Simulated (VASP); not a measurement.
Runs of VASP 6.6.1 on Au. The structure is that of space group Im-3m (No. 229), or close to it. The cells are those of the table. 

```csv
task,cell,k mesh,cutoff (eV),gap on the mesh (eV),pressure (GPa)
single point,"a = 2.880 Å, angles 109.5°, 1 atom",22 × 22 × 22,520,none,(a)
single point,"a = 2.760 Å, angles 109.5°, 1 atom",15 × 15 × 15,520,none,23.2
single point,"a = 2.841 Å, angles 109.5°, 1 atom",15 × 15 × 15,520,none,5.8
single point,"a = 2.918 Å, angles 109.5°, 1 atom",15 × 15 × 15,520,none,-4.2
relaxation of cell and atoms,"relaxed from a = 2.803 Å, angles 109.5°, 1 atom",14 × 14 × 14,600,none,0.0
```

Alike in all rows: level revPBE; potentials or basis VASP PAW PBE potentials, release 64 (Au); no spin polarisation; smearing fermi-dirac 0.1 eV.

Fill in the values left out.

(a) -0.1.

Caveats: the PAW data sets were made with another functional, which shifts forces and pressure a little; spin-orbit coupling is left out, which moves the levels of the heavy elements.

A k mesh can miss the band edges, and the runs leave out spin-orbit coupling on Au.

A gap of «none» marks levels without a gap at the run's occupations.
